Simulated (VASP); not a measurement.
# Pd (Fm-3m) in VASP: notebook

The runs below take Pd through single point, with PBEsol.

All numbers are computed with VASP 6.6.1; they aren't measurements. Logs are shortened: lines on timing, memory, paths and dates and some standing lists are left out, and cuts for length are marked.

## 1. The cell of the first run

It takes space group Fm-3m (No. 225, cubic). Conventional cell: a = 3.695 Å, b = 3.695 Å, c = 3.695 Å, α = 90.00°, β = 90.00°, γ = 90.00°. Within 3.4 Å of Pd (site symmetry m-3m) lie 12 Pd at 2.61 Å.

## 2. Single point, PBEsol (strain -0.050 along x and y, -0.050 along z)

Input file INCAR:

```
PREC = Accurate ; ENCUT = 520
EDIFF = 1E-6 ; ISMEAR = 0
SIGMA = 0.15 ; LREAL = False
LASPH = True ; NELM = 80
ALGO = Normal ; ISIF = 2
LWAVE = False ; LCHARG = False
GGA = PS ; NBANDS = 11
```

Input file KPOINTS:

```
regular mesh
0
Gamma
  20 20 20
```

Input file POSCAR:

```
Pd
1.0
    0.0000000000      1.8476550000      1.8476550000
    1.8476550000      0.0000000000      1.8476550000
    1.8476550000      1.8476550000      0.0000000000
Pd
1
Direct
    0.0000000000      0.0000000000      0.0000000000
```

Potentials or basis: VASP PAW PBE potentials, release 64 (Pd).

Started as:

```
$ cat potpaw_PBE.64/Pd/POTCAR > POTCAR
$ mpirun -np 1 vasp_std > vasp.out
```

OUTCAR:

```text
PREC = Accurate
   ENCUT = 520
   EDIFF = 1E-6
   ISMEAR = 0
   LREAL = False
   LASPH = True
   NELM = 80
   ISIF = 2
   GGA = PS

 ion  position               nearest neighbor table
   1  0.000  0.000  0.000-

  LATTYP: Found a face centered cubic cell.
 ALAT       =     3.6953100000

  Lattice vectors:

 A1 = (   0.0000000000,   1.8476550000,   1.8476550000)
 A2 = (   1.8476550000,   0.0000000000,   1.8476550000)
 A3 = (   1.8476550000,   1.8476550000,   0.0000000000)

Analysis of symmetry for initial positions (statically):
=====================================================================
 Subroutine PRICEL returns:
 Original cell was already a primitive cell.

 Routine SETGRP: Setting up the symmetry group for a
 face centered cubic supercell.

 Subroutine GETGRP returns: Found 48 space group operations
 (whereof 48 operations were pure point group operations)
 out of a pool of 48 trial point group operations.

The static configuration has the point symmetry O_h .

Analysis of symmetry for dynamics (positions and initial velocities):
=====================================================================
 Subroutine PRICEL returns:
 Original cell was already a primitive cell.

 Routine SETGRP: Setting up the symmetry group for a
 face centered cubic supercell.

 Subroutine GETGRP returns: Found 48 space group operations
 (whereof 48 operations were pure point group operations)
 out of a pool of 48 trial point group operations.

The dynamic configuration has the point symmetry O_h .

 Subroutine INISYM returns: Found 48 space group operations
 (whereof 48 operations are pure point group operations),
 and found     1 'primitive' translations

----------------------------------------------------------------------------------------

                                     Primitive cell

  volume of cell :      12.6152

  direct lattice vectors                    reciprocal lattice vectors
     0.000000000  1.847655000  1.847655000    -0.270613291  0.270613291  0.270613291
     1.847655000  0.000000000  1.847655000     0.270613291 -0.270613291  0.270613291
     1.847655000  1.847655000  0.000000000     0.270613291  0.270613291 -0.270613291

  length of vectors
     2.612978760  2.612978760  2.612978760     0.468715969  0.468715969  0.468715969

  position of ions in fractional coordinates (direct lattice)
     0.000000000  0.000000000  0.000000000

  ion indices of the primitive-cell ions
   primitive index   ion index
                 1           1

----------------------------------------------------------------------------------------

 KPOINTS: regular mesh

Automatic generation of k-mesh.
 Grid dimensions read from file:
 generate k-points for:   20   20   20

 Generating k-lattice:

  Cartesian coordinates                     Fractional coordinates (reciprocal lattice)
    -0.013530665  0.013530665  0.013530665     0.050000000  0.000000000  0.000000000
     0.013530665 -0.013530665  0.013530665     0.000000000  0.050000000  0.000000000
     0.013530665  0.013530665 -0.013530665     0.000000000  0.000000000  0.050000000

  Length of vectors
     0.023435798  0.023435798  0.023435798

  Shift w.r.t. Gamma in fractional coordinates (k-lattice)
     0.000000000  0.000000000  0.000000000

 Subroutine IBZKPT returns following result:
 ===========================================

 Found    256 irreducible k-points:

 Following reciprocal coordinates:
            Coordinates               Weight
  0.000000  0.000000  0.000000      1.000000
  0.050000  0.000000  0.000000      8.000000
  0.100000  0.000000  0.000000      8.000000
  0.150000  0.000000  0.000000      8.000000
  0.200000  0.000000  0.000000      8.000000
  0.250000  0.000000  0.000000      8.000000
[... 16 lines left out ...]
 -0.400000  0.050000  0.000000     24.000000
 -0.350000  0.050000  0.000000     24.000000
 [... further k-points ...]
   k-points           NKPTS =    256   k-points in BZ     NKDIM =    256   number of bands    NBANDS=     11
   number of dos      NEDOS =    301   number of ions     NIONS =      1
   total plane-waves  NPLWV =   8000
   dimension x,y,z NGX =    20 NGY =   20 NGZ =   20
   dimension x,y,z NGXF=    40 NGYF=   40 NGZF=   40
   ions per type =               1
   NGX,Y,Z   is equivalent  to a cutoff of  12.72, 12.72, 12.72 a.u.
   NGXF,Y,Z  is equivalent  to a cutoff of  25.45, 25.45, 25.45 a.u.
 SYSTEM =  unknown system
   PREC   = accura    normal or accurate (medium, high low for compatibility)
   ISTART =      0    job   : 0-new  1-cont  2-samecut
   ICHARG =      2    charge: 1-file 2-atom 10-const
   ISPIN  =      1    spin polarized calculation?
   LNONCOLLINEAR =      F non collinear calculations
   LSORBIT =      F    spin-orbit coupling
   LASPH  =      T    aspherical Exc in radial PAW
   ENCUT  =  520.0 eV  38.22 Ry    6.18 a.u.   4.86  4.86  4.86*2*pi/ulx,y,z
   NELM   =     80;   NELMIN=  2; NELMDL= -5     # of ELM steps
   EDIFF  = 0.1E-05   stopping-criterion for ELM
   LREAL  =      F    real-space projection
   EDIFFG = 0.1E-04   stopping-criterion for IOM
   NSW    =      0    number of steps for IOM
   IBRION =     -1    ionic relax: 0-MD 1-quasi-New 2-CG
   NFREE  =      0    steps in history (QN), initial steepest desc. (CG)
   ISIF   =      2    stress and relaxation
   ISYM   =      2    0-nonsym 1-usesym 2-fastsym
   POTIM  = 0.5000    time-step for ionic-motion
   TEBEG  =    0.0;   TEEND  =   0.0 temperature during run
   PSTRESS=    0.0 pullay stress
   NELECT =      10.0000    total number of electrons
   NUPDOWN=      -1.0000    fix difference up-down
   EMIN   =  10.00;   EMAX   =-10.00  energy-range for DOS
   EFERMI =   0.00;   METHOD = LEGACY
   ISMEAR =     0;   SIGMA  =   0.15  broadening in eV -4-tet -1-fermi 0-gaus
   EFERMI_NEDOS =   21; number of points for ismear=-14 and -15
   IALGO  =     38    algorithm
   IMIX   =      4    mixing-type and parameters
     AMIX     =   0.40;   BMIX     =  1.00
     AMIX_MAG =   1.60;   BMIX_MAG =  1.00
  volume/ion in A,a.u.               =      12.62        85.13
  Fermi-wavevector in a.u.,A,eV,Ry     =   1.515109  2.863141 31.232936  2.295556
  Thomas-Fermi vector in A             =   2.624677
   LORBIT       =      0    0 simple, 1 ext, 2 COOP (PROOUT), +10 PAW based schemes
   GGA     = PS    functional components
   LHFCALC =     F    Hartree Fock is set to
   AEXX    =    0.0000 exact exchange contribution
   IVDW    =     0    specifies the selected vdW correction
   LEPSILON=     F    determine dielectric tensor
   LRPA    =     F    only Hartree local field effects (RPA)
 non-spin polarized calculation
 Gauss-broadening in eV      SIGMA  =   0.15
  energy-cutoff  :      520.00
  volume of cell :       12.62
 maximum number of plane-waves:       350
   NGX =  9   NGY =  9   NGZ =  9

 number of electron      10.0000002 magnetization

 Free energy of the ion-electron system (eV)
  ---------------------------------------------------
  ext. energy  EPLUGINS =         0.00000000
  ---------------------------------------------------
  free energy    TOTEN  =        -5.75427826 eV

  energy without entropy =       -5.73308804  energy(sigma->0) =       -5.74368315

 E-fermi :  12.5203     XC(G=0): -14.3753

 val. band max:       12.5198134692   @ k =   0.5000   0.0500   0.0000
 cond. band min:      12.5229416431   @ k =   0.5000   0.2500   0.0500
 fundamental gap:      0.0031281739
 Fermi energy:        12.5202902140

 k-point     1 :       0.0000    0.0000    0.0000
  band No.  band energies     occupation
      1       3.9849      2.00000
      2       8.8490      2.00000
      3       8.8490      2.00000
      4       8.8490      2.00000
      5      10.9531      2.00000
      6      10.9531      2.00000
      7      29.5749      0.00000
      8      35.2682      0.00000
      9      35.2682      0.00000
     10      35.2682      0.00000
     11      37.9609      0.00000

 k-point     2 :       0.0500    0.0000    0.0000
  band No.  band energies     occupation
      1       4.0903      2.00000
      2       8.8045      2.00000
      3       8.8895      2.00000
      4       8.8895      2.00000
      5      10.9309      2.00000
      6      10.9309      2.00000
      7      29.7202      0.00000
      8      34.6288      0.00000
      9      35.4158      0.00000
     10      35.4158      0.00000
     11      37.9752      0.00000

 k-point     3 :       0.1000    0.0000    0.0000
  band No.  band energies     occupation
      1       4.3954      2.00000
      2       8.6895      2.00000
      3       8.9986      2.00000
      4       8.9986      2.00000
      5      10.8794      2.00000
      6      10.8794      2.00000
      7      30.1131      0.00000
      8      33.2552      0.00000
      9      35.8458      0.00000
     10      35.8458      0.00000
     11      37.9875      0.00000

 k-point     4 :       0.1500    0.0000    0.0000
  band No.  band energies     occupation
      1       4.8607      2.00000
      2       8.5625      2.00000
      3       9.1349      2.00000
      4       9.1349      2.00000
      5      10.8465      2.00000
      6      10.8465      2.00000
      7      30.5830      0.00000
      8      31.7198      0.00000
      9      36.5185      0.00000
     10      36.5185      0.00000
     11      37.9875      0.00000

 k-point     5 :       0.2000    0.0000    0.0000
  band No.  band energies     occupation
      1       5.3934      2.00000
      2       8.5377      2.00000
      3       9.2270      2.00000
      4       9.2270      2.00000
      5      10.9089      2.00000
      6      10.9089      2.00000
      7      29.9045      0.00000
      8      31.1479      0.00000
      9      37.3540      0.00000
     10      37.3540      0.00000
     11      37.9766      0.00000

 k-point     6 :       0.2500    0.0000    0.0000
  band No.  band energies     occupation
      1       5.8207      2.00000
      2       8.8013      2.00000
      3       9.2182      2.00000
      4       9.2182      2.00000
      5      11.1225      2.00000
      6      11.1225      2.00000
      7      28.2468      0.00000
      8      31.0835      0.00000
      9      37.9649      0.00000
     10      38.1312      0.00000
     11      38.1312      0.00000

 k-point     7 :       0.3000    0.0000    0.0000
  band No.  band energies     occupation
      1       5.9990      2.00000
      2       9.1238      2.00000
      3       9.1238      2.00000
      4       9.4938      2.00000
      5      11.4601      2.00000
      6      11.4601      2.00000
      7      26.4870      0.00000
      8      30.6118      0.00000
      9      37.9689      0.00000
     10      37.9689      0.00000
     11      37.9701      0.00000

 k-point     8 :       0.3500    0.0000    0.0000
  band No.  band energies     occupation
      1       5.9856      2.00000
      2       8.9977      2.00000
      3       8.9977      2.00000
      4      10.5249      2.00000
      5      11.8421      2.00000
      6      11.8421      2.00000
      7      24.6950      0.00000
      8      29.9869      0.00000
      9      36.8882      0.00000
     10      36.8882      0.00000
     11      37.9793      0.00000
[... 141 lines left out ...]
 k-point    19 :       0.4000    0.0500    0.0000
  band No.  band energies     occupation
      1       6.0088      2.00000
      2       8.8436      2.00000
      3       9.0019      2.00000
      4      10.7251      2.00000
      5      12.2496      1.98929
      6      12.5176      1.02021
      7      23.5691      0.00000
      8      29.7159      0.00000
      9      35.3685      0.00000
     10      36.2777      0.00000
     11      38.0012      0.00000

 k-point    20 :       0.4500    0.0500    0.0000
  band No.  band energies     occupation
      1       5.9306      2.00000
      2       8.7502      2.00000
      3       8.9043      2.00000
      4      11.4027      2.00000
      5      12.4619      1.41825
      6      13.2963      0.00000
      7      22.0698      0.00000
      8      29.3098      0.00000
      9      34.9009      0.00000
     10      35.3243      0.00000
     11      37.9965      0.00000

 k-point    21 :       0.5000    0.0500    0.0000
  band No.  band energies     occupation
      1       5.8887      2.00000
      2       8.7110      2.00000
      3       8.8505      2.00000
      4      11.7479      2.00000
      5      12.5198      1.00359
      6      13.8515      0.00000
      7      21.2117      0.00000
      8      29.1188      0.00000
      9      34.7292      0.00000
     10      34.8079      0.00000
     11      37.9956      0.00000

 k-point    22 :      -0.4500    0.0500    0.0000
  band No.  band energies     occupation
      1       5.8986      2.00000
      2       8.7302      2.00000
      3       8.8495      2.00000
      4      11.7393      2.00000
      5      12.4049      1.72323
      6      13.7663      0.00000
      7      21.3995      0.00000
      8      29.1550      0.00000
      9      34.5497      0.00000
     10      35.1493      0.00000
     11      37.9950      0.00000

 k-point    23 :      -0.4000    0.0500    0.0000
  band No.  band energies     occupation
      1       5.9573      2.00000
      2       8.8038      2.00000
      3       8.9028      2.00000
      4      11.3279      2.00000
      5      12.1348      1.99972
      6      13.1890      0.00000
      7      22.5271      0.00000
      8      29.4158      0.00000
      9      34.7808      0.00000
     10      35.9236      0.00000
     11      37.9937      0.00000

 k-point    24 :      -0.3500    0.0500    0.0000
  band No.  band energies     occupation
      1       6.0417      2.00000
      2       8.9185      2.00000
      3       9.0030      2.00000
      4      10.5306      2.00000
      5      11.7567      2.00000
      6      12.5744      0.60972
      7      24.1470      0.00000
      8      29.8797      0.00000
      9      35.3515      0.00000
     10      37.0869      0.00000
     11      37.9917      0.00000

 [... further k-points ...]
[... 5 lines left out ...]
  --------------------------------------------------------------------------------------
  -------------------------------------------------------------------------------------
  Total        3.3295932      3.3295932      3.3295932     -0.0000000      0.0000000      0.0000000
  in kB      422.8721831    422.8721831    422.8721831     -0.0000000      0.0000000      0.0000000
  external PRESSURE =     422.8721831 kB  Pullay stress =       0.0000000 kB

 VOLUME and BASIS-vectors are now :
 -----------------------------------------------------------------------------
  energy-cutoff  :      520.00
  volume of cell :       12.62
      direct lattice vectors                 reciprocal lattice vectors
     0.000000000  1.847655000  1.847655000    -0.270613291  0.270613291  0.270613291
     1.847655000  0.000000000  1.847655000     0.270613291 -0.270613291  0.270613291
     1.847655000  1.847655000  0.000000000     0.270613291  0.270613291 -0.270613291

 POSITION                                       TOTAL-FORCE (eV/Angst)
 -----------------------------------------------------------------------------------
      0.00000      0.00000      0.00000         0.000000      0.000000      0.000000
 -----------------------------------------------------------------------------------
    total drift:                                0.000000      0.000000      0.000000

  FREE ENERGIE OF THE ION-ELECTRON SYSTEM (eV)
  ---------------------------------------------------
  free  energy   TOTEN  =        -5.7542782570 eV

  energy  without entropy=       -5.7330880390  energy(sigma->0) =       -5.74368315
```

Wall time 14 s (1 thread of Intel Xeon Platinum 8488C (Sapphire Rapids), shared host); peak memory 0.15 GiB.

Results:

```
Free energy            : -5.7543 eV
Pressure               : 42.3 GPa
Band gap on the k mesh : zero (band 5 reaches 12.93 eV, above the bottom of band 6 at 10.85 eV)
```

Caveat: the cell differs from its parent crystal (strain -0.050 along x and y, -0.050 along z); the PAW data sets were made with another functional, which shifts forces and pressure a little.

(Part 1 of 2 ends here.)
